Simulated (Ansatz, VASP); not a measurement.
**Ge: VASP beside Ansatz**

```xyz
2
Lattice="0.0000 2.8805 2.8805 2.8805 0.0000 2.8805 2.8805 2.8805 0.0000" Properties=species:S:1:pos:R:3 pbc="T T T"
Ge    3.0305    2.8805    2.8805
Ge    4.1708    4.3208    4.3208
```

Change from the starting cell: mode 4 (273.8 1/cm) frozen in, largest displacement +0.150 Å.

Alike in both runs: task single point; functional PBE; k mesh 18 × 18 × 18; occupations gaussian, width 0.15 eV; no spin polarisation.

```csv
,VASP,Ansatz
version,VASP 6.6.1,Ansatz 0.2.0
potentials or method,"VASP PAW PBE potentials, release 64 (Ge_d), cutoff 520 eV","scalar-relativistic, plane waves, PAW"
valence electrons in the cell,28,28
```

Ansatz gave:

* gap on the k mesh at the Fermi level (eV): none
* pressure (GPa): 2.5
* traceless stress, the component that is largest in VASP (GPa): 8.21
* rms of the force components (eV/Å): 1.577

**Question.** What did VASP give for the same quantities?

**Answer.** gap on the k mesh at the Fermi level (eV): none; pressure (GPa): 2.4; traceless stress, the component that is largest in VASP (GPa): 8.17; rms of the force components (eV/Å): 1.575.

Atom by atom the forces differ by 0.002 eV/Å (rms over components). A gap of «none» marks a metal or a gap that the smearing closes. The functional is the same, so the differences come from potentials, cutoffs and numerics.
